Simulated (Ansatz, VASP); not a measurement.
# ZnO: VASP beside Ansatz

The input POSCAR:

```
ZnO
1.0
    3.2373510200      0.0000000000      0.0000000000
   -1.6186755100      2.8036282300      0.0000000000
    0.0000000000      0.0000000000      5.2220613000
Zn O
2 2
Direct
    0.6666666700      0.3333333300      0.5005917000
    0.3333333300      0.6666666700      0.0005917000
    0.6666666700      0.3333333300      0.8797183000
    0.3333333300      0.6666666700      0.3797183000
```

INCAR.step1

```
SYSTEM = ZnO
  PREC = Accurate
  ENCUT = 910
  ISMEAR = 0
  SIGMA = 0.1
  LREAL = .FALSE.
  LASPH = .TRUE.
  NELM = 120
  NBANDS = 26
  GGA = PE
  ALGO = Normal
  EDIFF = 1E-5
  LWAVE = .TRUE.
  LCHARG = .FALSE.
  GGA_COMPAT = .FALSE.
```

File INCAR.step2:

```
SYSTEM = ZnO
  PREC = Accurate
  ENCUT = 910
  EDIFF = 1E-6
  ISMEAR = 0
  SIGMA = 0.1
  LREAL = .FALSE.
  LASPH = .TRUE.
  NELM = 120
  ALGO = Normal
  ISIF = 2
  LWAVE = .FALSE.
  LCHARG = .FALSE.
  METAGGA = R2SCAN
  LMIXTAU = .TRUE.
  NBANDS = 26
  ISTART = 1
  GGA_COMPAT = .FALSE.
```

The input KPOINTS:

```
Automatic mesh
0
G
  6 6 4
  0 0 0
```

Input for Ansatz:

```yaml
crystal:
  lattice:
    - [3.23735102, 0.0, 0.0]
    - [-1.61867551, 2.80362823, 0.0]
    - [0.0, 0.0, 5.2220613]
  atoms:
    - { symbol: Zn, position: [0.66666667, 0.33333333, 0.5005917] }
    - { symbol: Zn, position: [0.33333333, 0.66666667, 0.0005917] }
    - { symbol: O, position: [0.66666667, 0.33333333, 0.8797183] }
    - { symbol: O, position: [0.33333333, 0.66666667, 0.3797183] }
basis:
  ecutwfc: 500
kpoints:
  mp_grid: { grid: [6, 6, 4] }
hamiltonian:
  xc: r2scan
scf:
  occupations: { method: gaussian, width: 0.1 }
output:
  forces: true
  stress: true
  eigenvalues: true
```

Alike in both runs: task single point; functional r2SCAN; k mesh 6 × 6 × 4; occupations gaussian, width 0.1 eV; no spin polarisation.

|  | VASP | Ansatz |
| --- | --- | --- |
| version | VASP 6.6.1 | Ansatz 0.2.0 |
| potentials or method | VASP PAW PBE potentials, release 64 (Zn, O_h), cutoff 910 eV | scalar-relativistic, plane waves, PAW |
| valence electrons in the cell | 36 | 36 |

|  | VASP | Ansatz | Ansatz less VASP |
| --- | --- | --- | --- |
| gap on the k mesh at the Fermi level (eV) | 1.23 | 1.23 | +0.002 |
| least direct gap on the mesh (eV) | 1.23 | 1.23 | +0.002 |

VASP's potentials were made for PBE, not for r2SCAN.

Noted on VASP's run: the cutoff is short for stress, so the pressure is rough.
